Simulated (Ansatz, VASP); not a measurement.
## Two plane-wave programs on LiH

```
CELL_PARAMETERS angstrom
3.41862 0.00000 0.00000
-1.70931 2.81963 0.00000
0.00000 0.00000 4.06844
ATOMIC_POSITIONS crystal
Li 0.33009 0.66019 0.93750
Li 0.66991 0.33981 0.43750
H 0.32958 0.65915 0.43750
H 0.67042 0.34085 0.93750
```

Change from the starting cell: uniaxial_x strain +5.0%.

Alike in both runs: task single point; functional HSE06; k mesh 6 × 6 × 4; no spin polarisation.

|  | VASP | Ansatz |
| --- | --- | --- |
| version | VASP 6.6.1 | Ansatz 0.2.0 |
| potentials or method | VASP PAW PBE potentials, release 64 (Li_sv, H) | plane waves, PAW |
| plane-wave cutoff (eV) | 520 | 420 |
| occupations | gaussian, width 0.01 eV | fixed |
| valence electrons in the cell | 8 | 8 |

VASP gave:

| Quantity | Value |
| --- | --- |
| gap on the k mesh at the Fermi level (eV) | 2.65 |

Q: What did Ansatz give for the same quantities?

A: gap on the k mesh at the Fermi level (eV): 2.66.

Ansatz's warnings: stress exchange threshold loose, stress scf threshold loose.

Noted on VASP's run: the cutoff is short for stress, so the pressure is rough.
